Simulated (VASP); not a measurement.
# Sn (I4_1/amd) in VASP: notebook

The runs below take Sn through single point, with PBE.

Program: VASP 6.6.1. These are calculated values, not measurements. Logs are shortened: lines on timing, memory, paths and dates and some standing lists are left out, and cuts for length are marked.

**1. The cell of the first run**

Symmetry: I4_1/amd, No. 141, tetragonal system. The conventional cell has a = 5.880 Å, b = 5.880 Å, c = 3.199 Å, α = 90.00°, β = 90.00°, γ = 90.00°. Sn (site symmetry -4m2) has 10 Sn at 3.05 to 3.79 Å within 4.0 Å.

**2. Single point, PBE**

The input, INCAR:

```
PREC = Accurate
ENCUT = 520
EDIFF = 1E-6
ISMEAR = 0
SIGMA = 0.025
LREAL = F
LASPH = T
NELM = 100
ALGO = Normal
ISIF = 2
LWAVE = F
LCHARG = F
GGA = PE
NBANDS = 21
```

The input, KPOINTS:

```
Automatic mesh
0
Gamma
  9 9 9
```

The input, POSCAR:

```
Sn
1.0
   -2.9401404553      2.9401404553      1.5993019889
    2.9401404553     -2.9401404553      1.5993019889
    2.9401404553      2.9401404553     -1.5993019889
Sn
2
Direct
    0.0000000000      0.0000000000      0.0000000000
    0.7500000000      0.2500000000      0.5000000000
```

Potentials or basis: VASP PAW PBE potentials, release 64 (Sn_d).

Started as:

```bash
$ cat potpaw_PBE.64/Sn_d/POTCAR > POTCAR
$ mpirun -np 1 vasp_std > vasp.out
```

OUTCAR:

```text
PREC = Accurate
   ENCUT = 520
   EDIFF = 1E-6
   ISMEAR = 0
   LREAL = F
   LASPH = T
   NELM = 100
   ISIF = 2
   GGA = PE

 ion  position               nearest neighbor table
   1  0.000  0.000  0.000-   2 3.05   2 3.05   2 3.05   2 3.05
   2  0.750  0.250  0.500-   1 3.05   1 3.05   1 3.05   1 3.05

  LATTYP: Found a body centered tetragonal cell.
 ALAT       =     5.8802809106
 C/A-ratio  =     0.5439542815

  Lattice vectors:

 A1 = (  -2.9401404553,   2.9401404553,   1.5993019889)
 A2 = (   2.9401404553,  -2.9401404553,   1.5993019889)
 A3 = (   2.9401404553,   2.9401404553,  -1.5993019889)

Analysis of symmetry for initial positions (statically):
=====================================================================
 Subroutine PRICEL returns:
 Original cell was already a primitive cell.

 Routine SETGRP: Setting up the symmetry group for a
 body centered tetragonal supercell.

 Subroutine GETGRP returns: Found 16 space group operations
 (whereof  8 operations were pure point group operations)
 out of a pool of 16 trial point group operations.

The static configuration has the point symmetry D_2d.
 The point group associated with its full space group is D_4h.

Analysis of symmetry for dynamics (positions and initial velocities):
=====================================================================
 Subroutine PRICEL returns:
 Original cell was already a primitive cell.

 Routine SETGRP: Setting up the symmetry group for a
 body centered tetragonal supercell.

 Subroutine GETGRP returns: Found 16 space group operations
 (whereof  8 operations were pure point group operations)
 out of a pool of 16 trial point group operations.

The dynamic configuration has the point symmetry D_2d.
 The point group associated with its full space group is D_4h.

 Subroutine INISYM returns: Found 16 space group operations
 (whereof  8 operations are pure point group operations),
 and found     1 'primitive' translations

----------------------------------------------------------------------------------------

                                     Primitive cell

  volume of cell :      55.3002

  direct lattice vectors                    reciprocal lattice vectors
    -2.940140455  2.940140455  1.599301989     0.000000000  0.170059903  0.312636390
     2.940140455 -2.940140455  1.599301989     0.170059903  0.000000000  0.312636390
     2.940140455  2.940140455 -1.599301989     0.170059903  0.170059903  0.000000000

  length of vectors
     4.454954393  4.454954393  4.454954393     0.355895888  0.355895888  0.240501021

  position of ions in fractional coordinates (direct lattice)
     0.000000000  0.000000000  0.000000000
     0.750000000  0.250000000  0.500000000

  ion indices of the primitive-cell ions
   primitive index   ion index
                 1           1
                 2           2

----------------------------------------------------------------------------------------

 KPOINTS: Automatic mesh

Automatic generation of k-mesh.
 Grid dimensions read from file:
 generate k-points for:    9    9    9

 Generating k-lattice:

  Cartesian coordinates                     Fractional coordinates (reciprocal lattice)
     0.000000000  0.018895545  0.034737377     0.111111111 -0.000000000  0.000000000
     0.018895545  0.000000000  0.034737377    -0.000000000  0.111111111  0.000000000
     0.018895545  0.018895545  0.000000000     0.000000000  0.000000000  0.111111111

  Length of vectors
     0.039543988  0.039543988  0.026722336

  Shift w.r.t. Gamma in fractional coordinates (k-lattice)
     0.000000000  0.000000000  0.000000000

 Subroutine IBZKPT returns following result:
 ===========================================

 Found     75 irreducible k-points:

 Following reciprocal coordinates:
            Coordinates               Weight
  0.000000  0.000000  0.000000      1.000000
  0.111111 -0.000000  0.000000      8.000000
  0.222222 -0.000000  0.000000      8.000000
  0.333333 -0.000000  0.000000      8.000000
  0.444444 -0.000000  0.000000      8.000000
  0.111111  0.111111  0.000000      8.000000
[... 16 lines left out ...]
 -0.333333  0.333333  0.000000      4.000000
  0.444444  0.444444 -0.000000      8.000000
 [... further k-points ...]
   k-points           NKPTS =     75   k-points in BZ     NKDIM =     75   number of bands    NBANDS=     21
   number of dos      NEDOS =    301   number of ions     NIONS =      2
   total plane-waves  NPLWV =  46656
   dimension x,y,z NGX =    36 NGY =   36 NGZ =   36
   dimension x,y,z NGXF=    72 NGYF=   72 NGZF=   72
   ions per type =               2
   NGX,Y,Z   is equivalent  to a cutoff of  13.43, 13.43, 13.43 a.u.
   NGXF,Y,Z  is equivalent  to a cutoff of  26.87, 26.87, 26.87 a.u.
 SYSTEM =  unknown system
   PREC   = accura    normal or accurate (medium, high low for compatibility)
   ISTART =      0    job   : 0-new  1-cont  2-samecut
   ICHARG =      2    charge: 1-file 2-atom 10-const
   ISPIN  =      1    spin polarized calculation?
   LNONCOLLINEAR =      F non collinear calculations
   LSORBIT =      F    spin-orbit coupling
   LASPH  =      T    aspherical Exc in radial PAW
   ENCUT  =  520.0 eV  38.22 Ry    6.18 a.u.   8.28  8.28  8.28*2*pi/ulx,y,z
   NELM   =    100;   NELMIN=  2; NELMDL= -5     # of ELM steps
   EDIFF  = 0.1E-05   stopping-criterion for ELM
   LREAL  =      F    real-space projection
   EDIFFG = 0.1E-04   stopping-criterion for IOM
   NSW    =      0    number of steps for IOM
   IBRION =     -1    ionic relax: 0-MD 1-quasi-New 2-CG
   NFREE  =      0    steps in history (QN), initial steepest desc. (CG)
   ISIF   =      2    stress and relaxation
   ISYM   =      2    0-nonsym 1-usesym 2-fastsym
   POTIM  = 0.5000    time-step for ionic-motion
   TEBEG  =    0.0;   TEEND  =   0.0 temperature during run
   PSTRESS=    0.0 pullay stress
   NELECT =      28.0000    total number of electrons
   NUPDOWN=      -1.0000    fix difference up-down
   EMIN   =  10.00;   EMAX   =-10.00  energy-range for DOS
   EFERMI =   0.00;   METHOD = LEGACY
   ISMEAR =     0;   SIGMA  =   0.03  broadening in eV -4-tet -1-fermi 0-gaus
   EFERMI_NEDOS =   21; number of points for ismear=-14 and -15
   IALGO  =     38    algorithm
   IMIX   =      4    mixing-type and parameters
     AMIX     =   0.40;   BMIX     =  1.00
     AMIX_MAG =   1.60;   BMIX_MAG =  1.00
  volume/ion in A,a.u.               =      27.65       186.59
  Fermi-wavevector in a.u.,A,eV,Ry     =   1.304824  2.465760 23.164816  1.702566
  Thomas-Fermi vector in A             =   2.435734
   LORBIT       =      0    0 simple, 1 ext, 2 COOP (PROOUT), +10 PAW based schemes
   GGA     = PE    functional components
   LHFCALC =     F    Hartree Fock is set to
   AEXX    =    0.0000 exact exchange contribution
   IVDW    =     0    specifies the selected vdW correction
   LEPSILON=     F    determine dielectric tensor
   LRPA    =     F    only Hartree local field effects (RPA)
 non-spin polarized calculation
 Gauss-broadening in eV      SIGMA  =   0.03
  energy-cutoff  :      520.00
  volume of cell :       55.30
 maximum number of plane-waves:      1507
 NGX is ok and might be reduce to    36
   NGX = 17   NGY = 17   NGZ = 17

 number of electron      27.9999989 magnetization

 Free energy of the ion-electron system (eV)
  ---------------------------------------------------
  ext. energy  EPLUGINS =         0.00000000
  ---------------------------------------------------
  free energy    TOTEN  =        -7.59722108 eV

  energy without entropy =       -7.59671512  energy(sigma->0) =       -7.59696810

 E-fermi :   7.7531     XC(G=0): -10.2172

 val. band max:        7.7389089543   @ k =   0.4444   0.3333   0.0000
 cond. band min:       7.7579398399   @ k =  -0.2222  -0.2222   0.1111
 fundamental gap:      0.0190308856
 Fermi energy:         7.7531239034

 k-point     1 :       0.0000    0.0000    0.0000
  band No.  band energies     occupation
      1     -13.8842      2.00000
      2     -13.8068      2.00000
      3     -13.7639      2.00000
      4     -13.7543      2.00000
      5     -13.6126      2.00000
      6     -13.6126      2.00000
[... 13 lines left out ...]
     20      17.4945      0.00000
     21      18.1658      0.00000

 k-point     2 :       0.1111   -0.0000    0.0000
  band No.  band energies     occupation
      1     -13.8768      2.00000
      2     -13.7838      2.00000
      3     -13.7556      2.00000
      4     -13.7280      2.00000
      5     -13.6280      2.00000
      6     -13.6242      2.00000
[... 13 lines left out ...]
     20      16.6258      0.00000
     21      16.7204      0.00000

 k-point     3 :       0.2222   -0.0000    0.0000
  band No.  band energies     occupation
      1     -13.8563      2.00000
      2     -13.7350      2.00000
      3     -13.7342      2.00000
      4     -13.6871      2.00000
      5     -13.6578      2.00000
      6     -13.6227      2.00000
[... 13 lines left out ...]
     20      15.1636      0.00000
     21      16.1562      0.00000

 k-point     4 :       0.3333   -0.0000    0.0000
  band No.  band energies     occupation
      1     -13.8327      2.00000
      2     -13.7197      2.00000
      3     -13.7110      2.00000
      4     -13.7004      2.00000
      5     -13.6768      2.00000
      6     -13.6429      2.00000
[... 13 lines left out ...]
     20      14.3594      0.00000
     21      17.0999      0.00000

 k-point     5 :       0.4444   -0.0000    0.0000
  band No.  band energies     occupation
      1     -13.8159      2.00000
      2     -13.7397      2.00000
      3     -13.7279      2.00000
      4     -13.6945      2.00000
      5     -13.6660      2.00000
      6     -13.6575      2.00000
[... 13 lines left out ...]
     20      16.5041      0.00000
     21      17.8936      0.00000

 k-point     6 :       0.1111    0.1111    0.0000
  band No.  band energies     occupation
      1     -13.8636      2.00000
      2     -13.7408      2.00000
      3     -13.7304      2.00000
      4     -13.6742      2.00000
      5     -13.6527      2.00000
      6     -13.6420      2.00000
[... 13 lines left out ...]
     20      15.2666      0.00000
     21      15.5010      0.00000

 k-point     7 :       0.2222    0.1111    0.0000
  band No.  band energies     occupation
      1     -13.8432      2.00000
      2     -13.7219      2.00000
      3     -13.7141      2.00000
      4     -13.6771      2.00000
      5     -13.6721      2.00000
      6     -13.6498      2.00000
[... 13 lines left out ...]
     20      14.6086      0.00000
     21      15.9855      0.00000
[... 291 lines left out ...]
      1     -13.7968      2.00000
      2     -13.7483      2.00000
      3     -13.7134      2.00000
      4     -13.6962      2.00000
      5     -13.6560      2.00000
      6     -13.6025      2.00000
[... 13 lines left out ...]
     20      15.8861      0.00000
     21      17.8282      0.00000

 k-point    21 :       0.4444    0.3333    0.0000
  band No.  band energies     occupation
      1     -13.7794      2.00000
      2     -13.7496      2.00000
      3     -13.7387      2.00000
      4     -13.7066      2.00000
      5     -13.6545      2.00000
      6     -13.6125      2.00000
[... 13 lines left out ...]
     20      17.9077      0.00000
     21      18.5546      0.00000

 k-point    22 :      -0.4444    0.3333   -0.0000
  band No.  band energies     occupation
      1     -13.7957      2.00000
      2     -13.7779      2.00000
      3     -13.7773      2.00000
      4     -13.6854      2.00000
      5     -13.6762      2.00000
      6     -13.6068      2.00000
[... 13 lines left out ...]
     20      18.6001      0.00000
     21      19.4996      0.00000

 k-point    23 :      -0.3333    0.3333    0.0000
  band No.  band energies     occupation
      1     -13.8139      2.00000
      2     -13.8039      2.00000
      3     -13.7909      2.00000
      4     -13.6990      2.00000
      5     -13.6599      2.00000
      6     -13.5964      2.00000
[... 13 lines left out ...]
     20      17.3969      0.00000
     21      17.4819      0.00000

 k-point    24 :       0.4444    0.4444   -0.0000
  band No.  band energies     occupation
      1     -13.7892      2.00000
      2     -13.7887      2.00000
      3     -13.7314      2.00000
      4     -13.7296      2.00000
      5     -13.6406      2.00000
      6     -13.6340      2.00000
[... 13 lines left out ...]
     20      18.4363      0.00000
     21      18.9035      0.00000

 [... further k-points ...]

------------------------ aborting loop because EDIFF is reached ----------------------------------------

  FORCE on cell =-STRESS in cart. coord.  units (eV):
  Direction    XX          YY          ZZ          XY          YZ          ZX
  --------------------------------------------------------------------------------------
  -------------------------------------------------------------------------------------
  Total        0.5088029      0.5088029      0.4058346      0.0000000      0.0000000      0.0000000
  in kB       14.7412239     14.7412239     11.7579874      0.0000000      0.0000000      0.0000000
  external PRESSURE =      13.7468117 kB  Pullay stress =       0.0000000 kB

 VOLUME and BASIS-vectors are now :
 -----------------------------------------------------------------------------
  energy-cutoff  :      520.00
  volume of cell :       55.30
      direct lattice vectors                 reciprocal lattice vectors
    -2.940140455  2.940140455  1.599301989     0.000000000  0.170059903  0.312636390
     2.940140455 -2.940140455  1.599301989     0.170059903  0.000000000  0.312636390
     2.940140455  2.940140455 -1.599301989     0.170059903  0.170059903  0.000000000

 POSITION                                       TOTAL-FORCE (eV/Angst)
 -----------------------------------------------------------------------------------
      0.00000      0.00000      0.00000        -0.000000     -0.000000     -0.000000
      0.00000      2.94014      0.79965         0.000000      0.000000      0.000000
 -----------------------------------------------------------------------------------
    total drift:                               -0.000000      0.000000     -0.000000

  FREE ENERGIE OF THE ION-ELECTRON SYSTEM (eV)
  ---------------------------------------------------
  free  energy   TOTEN  =        -7.5972210783 eV

  energy  without entropy=       -7.5967151190  energy(sigma->0) =       -7.59696810
```

Run time: 31 s. Hardware: 1 thread of Intel Xeon 6975P-C (Granite Rapids), shared host; peak memory 0.23 GiB.

Results:

```yaml
Free_energy: -7.5972 eV
Pressure: 1.4 GPa
Band_gap_on_the_k_mesh: zero (band 14 reaches 8.97 eV, above the bottom of band 15 at 5.01 eV)
```

Caveat: spin-orbit coupling is left out, which moves the levels of the heavy elements.

[end of part 1 of 2]
